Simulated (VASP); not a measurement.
Set up this calculation in VASP 6.6.1, as the native input.

| Item | Value |
| --- | --- |
| Task | single point |
| Functional | PBE |
| Potentials or basis | VASP PAW PBE potentials, release 64 (Rh_pv) |
| Cutoff | 520 eV |
| k mesh | 18 × 18 × 18 |
| Occupations | gaussian, width 0.1 eV |
| Spin | no spin polarisation |
| Dipole correction | no |
| Further INCAR settings | ALGO = Fast; EDIFF = 1e-06; NBANDS = 14 |

The structure of Rh lies in POSCAR:

```
Rh
1.0
    0.0000000000      1.8826426887      1.8826426887
    1.8826426887      0.0000000000      1.8826426887
    1.8826426887      1.8826426887      0.0000000000
Rh
1
Direct
    0.0000000000      0.0000000000      0.0000000000
```

The input as run:

INCAR

```
SYSTEM = Rh
  PREC = Accurate
  ENCUT = 520
  EDIFF = 1E-6
  ISMEAR = 0
  SIGMA = 0.1
  LREAL = .FALSE.
  LASPH = .TRUE.
  NELM = 100
  ALGO = Fast
  ISIF = 2
  LWAVE = .FALSE.
  LCHARG = .TRUE.
  GGA = PE
  LELF = .TRUE.
  LVHAR = .TRUE.
  NBANDS = 14
```

KPOINTS

```
Automatic mesh
0
G
  18 18 18
  0 0 0
```

Potentials or basis: VASP PAW PBE potentials, release 64 (Rh_pv).

The run is started by

```console
$ cat potpaw_PBE.64/Rh_pv/POTCAR > POTCAR
$ mpirun -np 1 vasp_std > vasp.out
```

It gave:

```
Pressure               : 15.0 GPa
Band gap on the k mesh : zero (an odd number of electrons rules out a gap without spin polarisation)
```

Caveat: the cell stands under pressure.

Wall time 63 s on 1 thread of AMD EPYC 7R13 (shared host), peak memory 0.12 GiB.
